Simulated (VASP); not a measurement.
A run of VASP 6.6.1:

POSCAR

```
Ni3Bi
1.0
    3.8220070000      0.0000000000      0.0000000000
    0.0000000000      3.8220070000      0.0000000000
    0.0000000000      0.0000000000      3.8220070000
Ni Bi
3 1
Direct
    0.0000000000      0.5000000000      0.5000000000
    0.5000000000      0.0000000000      0.5000000000
    0.5000000000      0.5000000000      0.0000000000
    0.0000000000      0.0000000000      0.0000000000
```

Contents of INCAR.step1:

```
SYSTEM = Ni3Bi
PREC = Accurate
ENCUT = 520
ISMEAR = 0
SIGMA = 0.1
LREAL = .False.
LASPH = .True.
NELM = 150
ISPIN = 2
MAGMOM = 2 2 2 0
LMAXMIX = 4
NBANDS = 34
GGA = PE
ALGO = Normal
EDIFF = 1E-4
LWAVE = .True.
LCHARG = .False.
```

INCAR.step2

```
SYSTEM = Ni3Bi
PREC = Accurate
ENCUT = 520
EDIFF = 1E-6
ISMEAR = 0
SIGMA = 0.1
LREAL = .False.
LASPH = .True.
NELM = 150
ALGO = Normal
ISIF = 2
LWAVE = .False.
LCHARG = .False.
ISPIN = 2
MAGMOM = 2 2 2 0
LORBIT = 11
LMAXMIX = 4
METAGGA = R2SCAN
LMIXTAU = .True.
NBANDS = 34
ISTART = 1
```

Contents of KPOINTS:

```
regular mesh
0
Gamma
  6 6 6
  0 0 0
```

Potentials or basis: VASP PAW PBE potentials, release 64 (Ni, Bi_d).

Launch:

```console
$ cat potpaw_PBE.64/Ni/POTCAR potpaw_PBE.64/Bi_d/POTCAR > POTCAR
$ cp INCAR.step1 INCAR
$ mpirun -np 1 vasp_std > vasp.out
$ cp INCAR.step2 INCAR
$ mpirun -np 1 vasp_std > vasp.out
```

Hardware: 1 thread of AMD EPYC 7R43 64-Core Processor (Zen 3), on a shared host.

**Question.** How long does it take, and how much memory?

**Answer.** Run time: 5.8 min on 1 thread of AMD EPYC 7R43 64-Core Processor (Zen 3), with other jobs on the host, peak memory 0.17 GiB. Counts: k points 20.
